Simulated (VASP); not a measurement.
# Ge6F in VASP: a series of runs

The runs below take Ge6F through single point, with PBE.

Everything below comes from runs of VASP 6.6.1. Logs are shortened: lines on timing, memory, paths and dates and some standing lists are left out, and cuts for length are marked.

### 1 The cell of the first run

The cell holds a slab with vacuum, 7 atoms: a = 4.074 Å, b = 5.762 Å, c = 19.524 Å, α = 90.00°, β = 90.00°, γ = 90.00°.

### 2 Single point, PBE

INCAR reads:

```
PREC     = Accurate       # precision mode
ENCUT    = 520            # plane-wave cutoff, eV
EDIFF    = 1E-7           # SCF threshold, eV
ISMEAR   = 0              # smearing method
SIGMA    = 0.1            # smearing width, eV
LREAL    = False          # projectors in reciprocal space
LASPH    = True           # aspherical terms in the spheres
NELM     = 80             # most SCF steps
ALGO     = Normal         # electronic algorithm
ISIF     = 2              # what is computed and relaxed
LWAVE    = False          # write WAVECAR
LCHARG   = False          # write CHGCAR
LDIPOL   = True         
IDIPOL   = 3            
DIPOL    = 0.5 0.5 0.327
GGA      = PE             # functional
NBANDS   = 54             # bands
```

KPOINTS reads:

```
Automatic mesh
0
Gamma
  7 5 1
```

POSCAR reads:

```
Ge6F
1.0
    4.0740542126      0.0000000000      0.0000000000
    0.0000000000      5.7615827213      0.0000000000
    0.0000000000      0.0000000000     19.5242196736
Ge F
6 1
Direct
    0.5000000000      0.0000000000      0.2048737449
    0.0000000000      0.2500000000      0.2048737449
    0.0000000000      0.5005156572      0.3087424246
    0.5000000000      0.7494843428      0.3087424246
    0.5000000000      0.0069199665      0.4109879835
    0.0000000000      0.2430800335      0.4109879835
    0.6666666667      0.6735866331      0.4424363203
```

Potentials or basis: VASP PAW PBE potentials, release 64 (Ge_d, F).

Run with:

```console
> cat potpaw_PBE.64/Ge_d/POTCAR potpaw_PBE.64/F/POTCAR > POTCAR
> mpirun -np 1 vasp_std > vasp.out
```

OUTCAR:

```text
PREC = Accurate
   ENCUT = 520
   EDIFF = 1E-7
   ISMEAR = 0
   LREAL = False
   LASPH = True
   NELM = 80
   ISIF = 2
   GGA = PE

 ion  position               nearest neighbor table
   1  0.500  0.000  0.205-   4 2.49   2 2.49   2 2.49
   2  0.000  0.250  0.205-   3 2.49   1 2.49   1 2.49
   3  0.000  0.501  0.309-   6 2.49   2 2.49   4 2.49   4 2.49
   4  0.500  0.749  0.309-   5 2.49   1 2.49   3 2.49   3 2.49
   5  0.500  0.007  0.411-   7 2.13   6 2.45   6 2.45   4 2.49
   6  0.000  0.243  0.411-   5 2.45   5 2.45   3 2.49
   7  0.667  0.674  0.442-   5 2.13

  LATTYP: Found a simple orthorhombic cell.
 ALAT       =     4.0740542126
 B/A-ratio  =     1.4142135624
 C/A-ratio  =     4.7923318284

  Lattice vectors:

 A1 = (   4.0740542126,   0.0000000000,   0.0000000000)
 A2 = (   0.0000000000,   5.7615827213,   0.0000000000)
 A3 = (   0.0000000000,   0.0000000000,  19.5242196736)

Analysis of symmetry for initial positions (statically):
=====================================================================
 Subroutine PRICEL returns:
 Original cell was already a primitive cell.

 Routine SETGRP: Setting up the symmetry group for a
 simple orthorhombic supercell.

 Subroutine GETGRP returns: Found  1 space group operations
 (whereof  1 operations were pure point group operations)
 out of a pool of  8 trial point group operations.

The static configuration has the point symmetry C_1 .

Analysis of symmetry for dynamics (positions and initial velocities):
=====================================================================
 Subroutine PRICEL returns:
 Original cell was already a primitive cell.

 Routine SETGRP: Setting up the symmetry group for a
 simple orthorhombic supercell.

 Subroutine GETGRP returns: Found  1 space group operations
 (whereof  1 operations were pure point group operations)
 out of a pool of  8 trial point group operations.

The dynamic configuration has the point symmetry C_1 .

 Subroutine INISYM returns: Found  1 space group operations
 (whereof  1 operations are pure point group operations),
 and found     1 'primitive' translations

----------------------------------------------------------------------------------------

                                     Primitive cell

  volume of cell :     458.2920

  direct lattice vectors                    reciprocal lattice vectors
     4.074054213  0.000000000  0.000000000     0.245455742  0.000000000  0.000000000
     0.000000000  5.761582721  0.000000000     0.000000000  0.173563420  0.000000000
     0.000000000  0.000000000 19.524219674     0.000000000  0.000000000  0.051218436

  length of vectors
     4.074054213  5.761582721 19.524219674     0.245455742  0.173563420  0.051218436

  position of ions in fractional coordinates (direct lattice)
     0.500000000  0.000000000  0.204873745
     0.000000000  0.250000000  0.204873745
     0.000000000  0.500515657  0.308742425
     0.500000000  0.749484343  0.308742425
     0.500000000  0.006919966  0.410987984
     0.000000000  0.243080034  0.410987984
     0.666666667  0.673586633  0.442436320

  ion indices of the primitive-cell ions
   primitive index   ion index
                 1           1
                 2           2
                 3           3
                 4           4
                 5           5
                 6           6
                 7           7

----------------------------------------------------------------------------------------

 KPOINTS: Automatic mesh

Automatic generation of k-mesh.
 Grid dimensions read from file:
 generate k-points for:    7    5    1

 Generating k-lattice:

  Cartesian coordinates                     Fractional coordinates (reciprocal lattice)
     0.035065106  0.000000000  0.000000000     0.142857143  0.000000000  0.000000000
     0.000000000  0.034712684  0.000000000     0.000000000  0.200000000  0.000000000
     0.000000000  0.000000000  0.051218436     0.000000000  0.000000000  1.000000000

  Length of vectors
     0.035065106  0.034712684  0.051218436

  Shift w.r.t. Gamma in fractional coordinates (k-lattice)
     0.000000000  0.000000000  0.000000000

 Subroutine IBZKPT returns following result:
 ===========================================

 Found     18 irreducible k-points:

 Following reciprocal coordinates:
            Coordinates               Weight
  0.000000  0.000000  0.000000      1.000000
  0.142857  0.000000  0.000000      2.000000
  0.285714  0.000000  0.000000      2.000000
  0.428571  0.000000  0.000000      2.000000
  0.000000  0.200000  0.000000      2.000000
  0.142857  0.200000  0.000000      2.000000
[... 10 lines left out ...]
  0.428571  0.400000  0.000000      2.000000
  0.428571 -0.400000  0.000000      2.000000
   k-points           NKPTS =     18   k-points in BZ     NKDIM =     18   number of bands    NBANDS=     54
   number of dos      NEDOS =    301   number of ions     NIONS =      7
   total plane-waves  NPLWV = 216000
   dimension x,y,z NGX =    30 NGY =   48 NGZ =  150
   dimension x,y,z NGXF=    60 NGYF=   96 NGZF=  300
   ions per type =               6   1
   NGX,Y,Z   is equivalent  to a cutoff of  12.24, 13.85, 12.77 a.u.
   NGXF,Y,Z  is equivalent  to a cutoff of  24.48, 27.70, 25.54 a.u.
 SYSTEM =  unknown system
   PREC   = accura    normal or accurate (medium, high low for compatibility)
   ISTART =      0    job   : 0-new  1-cont  2-samecut
   ICHARG =      2    charge: 1-file 2-atom 10-const
   ISPIN  =      1    spin polarized calculation?
   LNONCOLLINEAR =      F non collinear calculations
   LSORBIT =      F    spin-orbit coupling
   LASPH  =      T    aspherical Exc in radial PAW
   ENCUT  =  520.0 eV  38.22 Ry    6.18 a.u.   7.58 10.71 36.30*2*pi/ulx,y,z
   NELM   =     80;   NELMIN=  2; NELMDL= -5     # of ELM steps
   EDIFF  = 0.1E-06   stopping-criterion for ELM
   LREAL  =      F    real-space projection
   EDIFFG = 0.1E-05   stopping-criterion for IOM
   NSW    =      0    number of steps for IOM
   IBRION =     -1    ionic relax: 0-MD 1-quasi-New 2-CG
   NFREE  =      0    steps in history (QN), initial steepest desc. (CG)
   ISIF   =      2    stress and relaxation
   ISYM   =      2    0-nonsym 1-usesym 2-fastsym
   POTIM  = 0.5000    time-step for ionic-motion
   TEBEG  =    0.0;   TEEND  =   0.0 temperature during run
   PSTRESS=    0.0 pullay stress
   NELECT =      91.0000    total number of electrons
   NUPDOWN=      -1.0000    fix difference up-down
   EMIN   =  10.00;   EMAX   =-10.00  energy-range for DOS
   EFERMI =   0.00;   METHOD = LEGACY
   ISMEAR =     0;   SIGMA  =   0.10  broadening in eV -4-tet -1-fermi 0-gaus
   EFERMI_NEDOS =   21; number of points for ismear=-14 and -15
   IALGO  =     38    algorithm
   IMIX   =      4    mixing-type and parameters
     AMIX     =   0.40;   BMIX     =  1.00
     AMIX_MAG =   1.60;   BMIX_MAG =  1.00
  volume/ion in A,a.u.               =      65.47       441.82
  Fermi-wavevector in a.u.,A,eV,Ry     =   0.955083  1.804846 12.411015  0.912184
  Thomas-Fermi vector in A             =   2.083889
   LORBIT       =      0    0 simple, 1 ext, 2 COOP (PROOUT), +10 PAW based schemes
   GGA     = PE    functional components
   LHFCALC =     F    Hartree Fock is set to
   AEXX    =    0.0000 exact exchange contribution
   IVDW    =     0    specifies the selected vdW correction
   LEPSILON=     F    determine dielectric tensor
   LRPA    =     F    only Hartree local field effects (RPA)
 non-spin polarized calculation
 Gauss-broadening in eV      SIGMA  =   0.10
  energy-cutoff  :      520.00
  volume of cell :      458.29
 maximum number of plane-waves:     12387
   NGX = 15   NGY = 21   NGZ = 73

 number of electron      90.9999933 magnetization

 dipolmoment           0.000000      0.000000      0.059273 electrons x Angstroem

 Free energy of the ion-electron system (eV)
  ---------------------------------------------------
  ext. energy  EPLUGINS =         0.00000000
  ---------------------------------------------------
  free energy    TOTEN  =       -28.52862328 eV

  energy without entropy =      -28.50084237  energy(sigma->0) =      -28.51473282

 E-fermi :  -1.9800     XC(G=0):  -3.9519

 val. band max:       -1.9880644271   @ k =   0.4286   0.2000   0.0000
 cond. band min:      -1.9734562014   @ k =   0.1429   0.2000   0.0000
 fundamental gap:      0.0146082257
 Fermi energy:        -1.9800105087

 k-point     1 :       0.0000    0.0000    0.0000
  band No.  band energies     occupation
      1     -26.9117      2.00000
      2     -26.8781      2.00000
      3     -26.8609      2.00000
      4     -26.7924      2.00000
      5     -26.7798      2.00000
      6     -26.5884      2.00000
[... 46 lines left out ...]
     53       1.7001      0.00000
     54       2.5128      0.00000

 k-point     2 :       0.1429    0.0000    0.0000
  band No.  band energies     occupation
      1     -26.9116      2.00000
      2     -26.8785      2.00000
      3     -26.8609      2.00000
      4     -26.7957      2.00000
      5     -26.7780      2.00000
      6     -26.5885      2.00000
[... 46 lines left out ...]
     53       1.7900      0.00000
     54       2.0494      0.00000

 k-point     3 :       0.2857    0.0000    0.0000
  band No.  band energies     occupation
      1     -26.9106      2.00000
      2     -26.8795      2.00000
      3     -26.8595      2.00000
      4     -26.8023      2.00000
      5     -26.7782      2.00000
      6     -26.5885      2.00000
[... 46 lines left out ...]
     53       2.4216      0.00000
     54       3.2511      0.00000
[... 742 lines left out ...]
 k-point    17 :       0.4286    0.4000    0.0000
  band No.  band energies     occupation
      1     -26.9092      2.00000
      2     -26.8803      2.00000
      3     -26.8564      2.00000
      4     -26.8090      2.00000
      5     -26.7803      2.00000
      6     -26.5876      2.00000
[... 46 lines left out ...]
     53       2.9050      0.00000
     54       3.4301      0.00000

 k-point    18 :       0.4286   -0.4000    0.0000
  band No.  band energies     occupation
      1     -26.9090      2.00000
      2     -26.8803      2.00000
      3     -26.8565      2.00000
      4     -26.8092      2.00000
      5     -26.7803      2.00000
      6     -26.5879      2.00000
[... 46 lines left out ...]
     53       2.8533      0.00000
     54       3.4254      0.00000

------------------------ aborting loop because EDIFF is reached ----------------------------------------

 vacuum level on the upper side and lower side of the slab       (xc-potential included)         0.152        -0.292

  FORCE on cell =-STRESS in cart. coord.  units (eV):
  Direction    XX          YY          ZZ          XY          YZ          ZX
  --------------------------------------------------------------------------------------
  -------------------------------------------------------------------------------------
  Total        0.8471460     -2.8824674      1.2486011      1.1509002      1.3612776     -0.4207584
  in kB        2.9616011    -10.0770335      4.3650781      4.0235181      4.7589922     -1.4709608
  external PRESSURE =      -0.9167848 kB  Pullay stress =       0.0000000 kB

 VOLUME and BASIS-vectors are now :
 -----------------------------------------------------------------------------
  energy-cutoff  :      520.00
  volume of cell :      458.29
      direct lattice vectors                 reciprocal lattice vectors
     4.074054213  0.000000000  0.000000000     0.245455742  0.000000000  0.000000000
     0.000000000  5.761582721  0.000000000     0.000000000  0.173563420  0.000000000
     0.000000000  0.000000000 19.524219674     0.000000000  0.000000000  0.051218436

 POSITION                                       TOTAL-FORCE (eV/Angst)
 -----------------------------------------------------------------------------------
      2.03703      0.00000      4.00000        -0.081157      0.271240     -0.151759
      0.00000      1.44040      4.00000         0.098410     -0.376244     -0.010411
      0.00000      2.88376      6.02795         0.080153     -0.169478      0.039136
      2.03703      4.31822      6.02795        -0.070285      0.070084     -0.380943
      2.03703      0.03987      8.02422         0.783049     -1.471141      0.116114
      0.00000      1.40053      8.02422        -0.270244      0.471946      0.398101
      2.71604      3.88093      8.63822        -0.539926      1.203593     -0.010238
 -----------------------------------------------------------------------------------
    total drift:                               -0.000002     -0.000481     -0.000599

  FREE ENERGIE OF THE ION-ELECTRON SYSTEM (eV)
  ---------------------------------------------------
  free  energy   TOTEN  =       -28.5286232769 eV

  energy  without entropy=      -28.5008423677  energy(sigma->0) =      -28.51473282

 vacuum level on the upper side and lower side of the slab         3.097         2.626
```

Wall time 11 min (1 thread of Intel Xeon 6975P-C (Granite Rapids), shared host); peak memory 0.69 GiB.

Results:

- Free energy: -28.5286 eV
- Largest force: 1.671 eV/Å
- Band gap on the k mesh: zero (an odd number of electrons rules out a gap without spin polarisation)

Forces in eV/Å, atoms in the order of the input:
```
Ge  -0.081  0.271 -0.152
Ge   0.098 -0.376 -0.010
Ge   0.080 -0.169  0.039
Ge  -0.070  0.070 -0.381
Ge   0.783 -1.471  0.116
Ge  -0.270  0.472  0.398
F   -0.540  1.204 -0.010
```

Caveat: an odd number of electrons without spin polarisation forces a metal; a magnetic or distorted state may lie lower.

### 3 Single point, PBE

INCAR reads:

```
  PREC = Accurate
  ENCUT = 520
  EDIFF = 1E-6
  ISMEAR = 0
  SIGMA = 0.1
  LREAL = F
  LASPH = T
  NELM = 60
  ALGO = Normal
  ISIF = 2
  LWAVE = F
  LCHARG = F
  LDIPOL = T
  IDIPOL = 3
  DIPOL = 0.5 0.5 0.330
  GGA = PE
  NBANDS = 54
```

KPOINTS reads:

```
regular mesh
0
Gamma
  7 5 1
```

POSCAR, as its differences from that of step 2:

```diff
@@ -14,2 +14,2 @@
     0.0000000000      0.2430800335      0.4109879835
-    0.6666666667      0.6735866331      0.4424363203
+    0.8333333333      0.5069199665      0.4577882453
```

Potentials or basis: VASP PAW PBE potentials, release 64 (Ge_d, F).

Run with:

```console
> cat potpaw_PBE.64/Ge_d/POTCAR potpaw_PBE.64/F/POTCAR > POTCAR
> mpirun -np 1 vasp_std > vasp.out
```

Wall time 9.5 min (1 thread of Intel Xeon 6975P-C (Granite Rapids), shared host); peak memory 0.68 GiB.

Results (log left out):

| Item | Value |
| --- | --- |
| Free energy | -28.9629 eV |
| Largest force | 1.292 eV/Å |
| Band gap on the k mesh | zero (an odd number of electrons rules out a gap without spin polarisation) |

Forces in eV/Å, atoms in the order of the input:
```
Ge  -0.087  0.394  0.038
Ge   0.075 -0.163 -0.176
Ge   0.118 -0.135 -0.566
Ge  -0.144  0.190  0.272
Ge   0.262 -0.520  0.200
Ge  -0.844  0.958  0.194
F    0.620 -0.725  0.039
```

Levels at points of the mesh, in eV from the Fermi level:
| k point | band 42 | band 43 | band 44 | band 45 | band 46 | band 47 | band 48 | band 49 |
| --- | --- | --- | --- | --- | --- | --- | --- | --- |
| (0.00, 0.00, 0.00) | -2.12 | -1.49 | -0.99 | -0.28 | -0.06 | 1.11 | 1.42 | 1.77 |

Caveat: an odd number of electrons without spin polarisation forces a metal; a magnetic or distorted state may lie lower.

### 4 Single point, PBE

INCAR reads:

```
SYSTEM = Ge6F
PREC = Accurate ; ENCUT = 520
EDIFF = 1E-6 ; ISMEAR = 0
SIGMA = 0.1 ; LREAL = .False.
LASPH = .True. ; NELM = 80
ALGO = Normal ; ISIF = 2
LWAVE = .False. ; LCHARG = .False.
LDIPOL = .True. ; IDIPOL = 3
DIPOL = 0.5 0.5 0.335 ; GGA = PE
NBANDS = 54
```

KPOINTS reads:

```
Automatic mesh
0
Gamma
  7 5 1
  0 0 0
```

POSCAR, as its differences from that of step 3:

```diff
@@ -14,2 +14,2 @@
     0.0000000000      0.2430800335      0.4109879835
-    0.8333333333      0.5069199665      0.4577882453
+    0.8333333333      0.0069199665      0.4937601366
```

Run with:

```console
> cat potpaw_PBE.64/Ge_d/POTCAR potpaw_PBE.64/F/POTCAR > POTCAR
> mpirun -np 1 vasp_std > vasp.out
```

Run time: 7.3 min. Hardware: 1 thread of AMD EPYC 9R45 (Zen 5), shared host; peak memory 0.65 GiB.

It converged, with:

| Property | Result |
| --- | --- |
| Free energy | -28.2159 eV |
| Largest force | 1.027 eV/Å |
| Band gap on the k mesh | zero (an odd number of electrons rules out a gap without spin polarisation) |

Forces in eV/Å, atoms in the order of the input:
```
Ge  -0.063 -0.033 -0.091
Ge   0.070 -0.093  0.323
Ge   0.134  0.086 -0.192
Ge  -0.010  0.009 -0.248
Ge   0.982  0.243  0.177
Ge  -0.377  0.043 -0.034
F   -0.737 -0.255  0.065
```

Levels at points of the mesh, in eV from the Fermi level:
| k point | band 41 | band 42 | band 43 | band 44 | band 45 | band 46 | band 47 | band 48 | band 49 | band 50 |
| --- | --- | --- | --- | --- | --- | --- | --- | --- | --- | --- |
| (0.00, 0.00, 0.00) | -2.45 | -1.91 | -1.72 | -0.82 | -0.27 | 0.29 | 0.56 | 1.55 | 1.98 | 2.26 |

Caveat: an odd number of electrons without spin polarisation forces a metal; a magnetic or distorted state may lie lower.

[end of part 1 of 2]

The gap in the log of VASP goes by the Fermi energy; the results here count the filled bands.